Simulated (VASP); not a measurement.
Input of a VASP 6.6.1 run:

INCAR

```
  ALGO = Normal
  EDIFF = 1E-6
  ENCUT = 520
  GGA = PE
  ISIF = 2
  ISMEAR = 0
  LASPH = True
  LCHARG = False
  LREAL = False
  LWAVE = False
  NBANDS = 16
  NELM = 60
  PREC = Accurate
  SIGMA = 0.1
```

File KPOINTS:

```
k-points
0
Gamma
  6 6 6
```

Contents of POSCAR:

```
AlRu
1.0
    2.9916000400      0.0000000000      0.0000000000
    0.0000000000      2.9916000400      0.0000000000
    0.0000000000      0.0000000000      2.9916000400
Al Ru
1 1
Direct
    0.0000000000      0.0000000000      0.0000000000
    0.5000000000      0.5000000000      0.5000000000
```

Potentials or basis: VASP PAW PBE potentials, release 64 (Al, Ru_pv).

Run with:

```bash
$ cat potpaw_PBE.64/Al/POTCAR potpaw_PBE.64/Ru_pv/POTCAR > POTCAR
$ mpirun -np 1 vasp_std > vasp.out
```

(1) What does it give for the pressure?

(2) Estimate the band gap on the k mesh.

## Answers

(1) 2.5 GPa.

(2) zero (an odd number of electrons rules out a gap without spin polarisation).
